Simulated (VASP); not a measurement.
## MgSe: electric field gradients with PBE

The system is MgSe.

```
Mg Se
1.0
     0.00000    2.72550    2.72550
     2.72550    0.00000    2.72550
     2.72550    2.72550    0.00000
Mg Se
1 1
Direct
  0.00000 0.00000 0.00000
  0.50000 0.50000 0.50000
```

```yaml
Program: VASP 6.6.1
Task: electric field gradients
Functional: PBE
Potentials_or_basis: VASP PAW PBE potentials, release 64 (Mg, Se)
Cutoff: 520 eV
k_mesh: 6 × 6 × 6
Occupations: fermi-dirac, width 0.02 eV
Spin: no spin polarisation
Dipole_correction: no
Further_INCAR_settings: ALGO = Normal; EDIFF = 1e-08; NBANDS = 11
```

* Pressure: 1.9 GPa
* Band gap on the k mesh: 1.80 eV, indirect (least direct gap 2.60 eV)

Levels at points of the mesh, in eV from the valence-band top:
```
           k point  band 1  band 2  band 3  band 4  band 5  band 6  band 7  band 8
(0.00, 0.00, 0.00)  -12.94    0.00    0.00    0.00    2.60    7.41    7.41    7.41
(0.50, 0.00, 0.00)  -11.82   -4.95   -0.58   -0.58    3.83    6.10    6.10    8.62
(0.50, 0.50, 0.00)  -11.50   -4.27   -1.79   -1.79    1.80    3.96   11.75   12.18
```

It took 11 s on 1 thread of Intel(R) Xeon(R) Platinum 8488C (Sapphire Rapids) (shared host), peak memory 0.16 GiB.

Caveat: without QUAD_EFG the Cq values of the log hold for a quadrupole moment of 1 mb, not for the nuclei. A k mesh can miss the band edges.
